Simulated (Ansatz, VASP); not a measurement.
## CuO in VASP and in Ansatz

Contents of INCAR:

```
SYSTEM = CuO
  PREC = Accurate
  ENCUT = 520
  EDIFF = 1E-6
  ISMEAR = -1
  SIGMA = 0.05
  LREAL = .False.
  LASPH = .True.
  NELM = 100
  ALGO = Normal
  ISIF = 2
  LWAVE = .False.
  LCHARG = .False.
  GGA = B5
  ALDAX = 1.0
  AGGAX = 1.0
  AGGAC = 1.0
  ALDAC = 0.0
  NBANDS = 16
```

Contents of KPOINTS:

```
Automatic mesh
0
Gamma
  11 11 10
  0 0 0
```

File POSCAR:

```
CuO
1.0
    2.8363251100      0.0000000000      0.0000000000
   -1.4181625500      2.4563296000      0.0000000000
    0.0000000000      0.0000000000      2.7681127800
Cu O
1 1
Direct
    0.0000000000      0.0000000000      0.0000000000
    0.6666666667      0.3333333333      0.5000000000
```

Contents of input.yaml:

```yaml
crystal:
  lattice:
    - [2.83632511, 0.0, 0.0]
    - [-1.41816255, 2.4563296, 0.0]
    - [0.0, 0.0, 2.76811278]
  atoms:
    - { symbol: Cu, position: [0.0, 0.0, 0.0] }
    - { symbol: O, position: [0.6666666667, 0.3333333333, 0.5] }
hamiltonian:
  xc: blyp
  pseudopotentials: { kind: paw }
kpoints:
  mp_grid: { grid: [11, 11, 10] }
  band_path:
    path:
      - [[0.0, 0.0, 0.0], [0.5, 0.0, 0.0], [0.3333333333, 0.3333333333, 0.0], [0.0, 0.0, 0.0], [0.0, 0.0, 0.5], [0.5, 0.0, 0.5], [0.3333333333, 0.3333333333, 0.5], [0.0, 0.0, 0.5]]
      - [[0.5, 0.0, 0.5], [0.5, 0.0, 0.0]]
      - [[0.3333333333, 0.3333333333, 0.0], [0.3333333333, 0.3333333333, 0.5]]
    npoints: 14
scf:
  occupations: { method: fermi_dirac, width: 0.05 }
  n_extra_bands: 6
output:
  forces: true
  stress: true
  eigenvalues: true
  fatbands: false
```

Alike in both runs: functional BLYP; k mesh 11 × 11 × 10; occupations fermi-dirac, width 0.05 eV; no spin polarisation.

|  | VASP | Ansatz |
| --- | --- | --- |
| version | VASP 6.6.1 | Ansatz 0.2.0 |
| potentials or method | VASP PAW PBE potentials, release 64 (Cu, O) | Ansatz PAW |
| plane-wave cutoff (eV) | 520 | 420 |
| valence electrons in the cell | 17 | 25 |
| task | single point | band structure |

|  | VASP | Ansatz | Ansatz less VASP |
| --- | --- | --- | --- |
| gap on the k mesh at the Fermi level (eV) | none | none | - |
| pressure (GPa) | 7.4 | 7.2 | -0.20 |
| traceless stress, the component that is largest in VASP (GPa) | -7.08 | -7.06 | +0.020 |

VASP's potentials were made for PBE, not for BLYP. A gap of «none» marks a metal or a gap that the smearing closes. VASP's potentials hold 17 valence electrons a cell and Ansatz's 25, so a difference there can come from the potentials and not from the codes.
